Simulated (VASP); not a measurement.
Runs of VASP 6.6.1 on SnSe. The structure is that of space group I4/mmm (No. 139), or close to it. The cells are those of the table. 

| cell | gap on the mesh (eV) | pressure (GPa) |
| --- | --- | --- |
| a = 4.361, b = 4.361, c = 5.610 Å, 4 atoms | 0.18 | (c) |
| a = 4.361, b = 4.361, c = 5.874 Å, 4 atoms | (a) | -4.5 |
| a = 4.153, b = 4.153, c = 6.297 Å, 4 atoms | 0.12 | (b) |
| a = 4.153, b = 4.153, c = 6.403 Å, 4 atoms | 0.06 | -3.4 |

Alike in all rows: task single point; level PBEsol+D3(BJ); potentials or basis VASP PAW PBE potentials, release 64 (Sn_d, Se); no spin polarisation; k mesh 8 × 8 × 6; cutoff (eV) 520; smearing gaussian 0.03 eV.

**Question.** Fill in the values left out.

**Answer.** (a) 0.38; (b) -2.9; (c) -1.4.

Caveats: semilocal functionals underestimate gaps, and a narrow one can read as zero; the PAW data sets were made with another functional, which shifts forces and pressure a little; spin-orbit coupling is left out, which moves the levels of the heavy elements; the stress differs along the axes, from -6 to 8 GPa (at least some runs); the stress differs along the axes, from -6 to -1 GPa (at least some runs); the stress differs along the axes, from -8 to -1 GPa (at least some runs); the stress differs along the axes, from -9 to -1 GPa (at least some runs).

A k mesh can miss the band edges, and the runs leave out spin-orbit coupling on Se, Sn.
